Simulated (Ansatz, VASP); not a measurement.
# AlN in VASP and in Ansatz

INCAR

```
PREC     = Accurate       # precision mode
ENCUT    = 520            # plane-wave cutoff, eV
EDIFF    = 1E-8           # SCF threshold, eV
ISMEAR   = -1             # smearing method
SIGMA    = 0.03           # smearing width, eV
LREAL    = False          # projectors in reciprocal space
LASPH    = True           # aspherical terms in the spheres
NELM     = 60             # most SCF steps
ALGO     = Normal         # electronic algorithm
ISIF     = 2              # what is computed and relaxed
LWAVE    = False          # write WAVECAR
LCHARG   = False          # write CHGCAR
GGA      = PS             # functional
LEFG     = True         
NBANDS   = 16             # bands
```

The input KPOINTS:

```
regular mesh
0
Gamma
  10 10 6
```

File POSCAR:

```
AlN
1.0
    3.1110021516      0.0155550108      0.0155550108
   -1.5420300413      2.6864293891      0.0056935291
    0.0248900000      0.0248900000      4.9780000000
Al N
2 2
Direct
    0.3333333333      0.6666666667      0.0000000000
    0.6666666667      0.3333333333      0.5000000000
    0.3333333333      0.6666666667      0.3850000000
    0.6666666667      0.3333333333      0.8850000000
```

Input for Ansatz:

```yaml
crystal:
  lattice:
    - [3.1110021516, 0.0155550108, 0.0155550108]
    - [-1.5420300413, 2.6864293891, 0.0056935291]
    - [0.02489, 0.02489, 4.978]
  atoms:
    - { symbol: Al, position: [0.3333333333, 0.6666666667, 0.0] }
    - { symbol: Al, position: [0.6666666667, 0.3333333333, 0.5] }
    - { symbol: "N", position: [0.3333333333, 0.6666666667, 0.385] }
    - { symbol: "N", position: [0.6666666667, 0.3333333333, 0.885] }
kpoints:
  mp_grid: { grid: [10, 10, 6] }
scf:
  occupations: { method: fermi_dirac, width: 0.03 }
hamiltonian:
  xc: pbesol
  pseudopotentials: { kind: paw }
output:
  forces: true
  stress: true
  eigenvalues: true
  efg: { contact_densities: true }
  write_density: true
  write_potential: true
  elf: true
  volumetric_format: npy
```

Change from the starting cell: equal xy, yz and zx shear strains of +1 %, PAW files.

Alike in both runs: task electric field gradients; functional PBEsol; k mesh 10 × 10 × 6; occupations fermi-dirac, width 0.03 eV; no spin polarisation.

|  | VASP | Ansatz |
| --- | --- | --- |
| version | VASP 6.6.1 | Ansatz 0.2.0 |
| potentials or method | VASP PAW PBE potentials, release 64 (Al, N) | PAW with Ansatz's default frozen-core files, scalar-relativistic |
| plane-wave cutoff (eV) | 520 | 420 |
| valence electrons in the cell | 16 | 16 |

Ansatz gave:

```
gap on the k mesh at the Fermi level (eV)                     : 4.07
pressure (GPa)                                                : 0.6
traceless stress, the component that is largest in VASP (GPa) : -1.78
rms of the force components (eV/Å)                            : 0.126
size of Vzz on the site where it differs most (V/Å²)          : 8.4
```

**Question.** Estimate VASP's values.

**Answer.** gap on the k mesh at the Fermi level (eV): 4.08; pressure (GPa): 0.6; traceless stress, the component that is largest in VASP (GPa): -1.80; rms of the force components (eV/Å): 0.127; size of Vzz on the site where it differs most (V/Å²): 8.7.

VASP's potentials were made for PBE, not for PBEsol. Atom by atom the forces differ by 0.001 eV/Å (rms over components).
